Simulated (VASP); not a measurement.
Write the native input for VASP 6.6.1 that does the following.

- Task: single point
- Functional: LDA
- Potentials or basis: VASP PAW LDA potentials, release 64 (Li_sv, F)
- Cutoff: 520 eV
- k mesh: 12 × 12 × 12
- Occupations: gaussian, width 0.05 eV
- Spin: no spin polarisation
- Dipole correction: no
- Further INCAR settings: ALGO = Normal; EDIFF = 1e-06; NBANDS = 12

The structure of LiF lies in POSCAR:

```
LiF
1.0
    0.0000000000      1.8952465622      2.2742958746
    1.8952465622      0.0000000000      2.2742958746
    1.8952465622      1.8952465622      0.0000000000
Li F
1 1
Direct
    0.0000000000      0.0000000000      0.0000000000
    0.5000000000      0.5000000000      0.5000000000
```

This cell differs from its parent crystal: ratio of the length along z to the lengths across it x 1.2, volume and fractional coordinates fixed.

The input as run:

INCAR

```
PREC = Accurate
ENCUT = 520
EDIFF = 1E-6
ISMEAR = 0
SIGMA = 0.05
LREAL = False
LASPH = True
NELM = 80
ALGO = Normal
ISIF = 2
LWAVE = False
LCHARG = True
LELF = True
LVHAR = True
NBANDS = 12
```

KPOINTS

```
Automatic mesh
0
Gamma
  12 12 12
```

Potentials or basis: VASP PAW LDA potentials, release 64 (Li_sv, F).

The run is started by

```sh
$ cat potpaw_LDA.64/Li_sv/POTCAR potpaw_LDA.64/F/POTCAR > POTCAR
$ mpirun -np 1 vasp_std > vasp.out
```

It gave:

- Band gap on the k mesh: 8.61 eV, direct

Run time: 31 s on 1 thread of Intel Xeon 8259CL (shared host), peak memory 0.14 GiB.
